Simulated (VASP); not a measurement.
Input of a VASP 6.6.1 run:

Contents of INCAR:

```
  ALGO = Fast
  EDIFF = 1E-6
  ENCUT = 520
  GGA = PE
  ISIF = 2
  ISMEAR = 0
  LASPH = True
  LCHARG = True
  LELF = True
  LREAL = False
  LVHAR = True
  LWAVE = False
  NBANDS = 29
  NELM = 100
  PREC = Accurate
  SIGMA = 0.1
```

KPOINTS

```
k-points
0
Gamma
  6 6 12
```

The input POSCAR:

```
Li4GePb
1.0
    6.7141850958      0.0000000000      0.0000000000
    0.0000000000      6.7141850958      0.0000000000
    0.0000000000      0.0000000000      3.0634172507
Li Ge Pb
4 1 1
Direct
    0.7675052418      0.2324947582      0.5000000000
    0.7675052418      0.7675052418      0.5000000000
    0.2324947582      0.7675052418      0.5000000000
    0.2324947582      0.2324947582      0.5000000000
    0.0000000000      0.0000000000      0.0000000000
    0.5000000000      0.5000000000      0.0000000000
```

Potentials or basis: VASP PAW PBE potentials, release 64 (Li_sv, Ge_d, Pb_d).

The run is started by

```bash
$ cat potpaw_PBE.64/Li_sv/POTCAR potpaw_PBE.64/Ge_d/POTCAR potpaw_PBE.64/Pb_d/POTCAR > POTCAR
$ mpirun -np 1 vasp_std > vasp.out
```

Question: Estimate the band gap on the k mesh.

Answer: Zero (bands 20 and 21 overlap by 0.41 eV).

Caveat: spin-orbit coupling is left out, which moves the levels of the heavy elements.
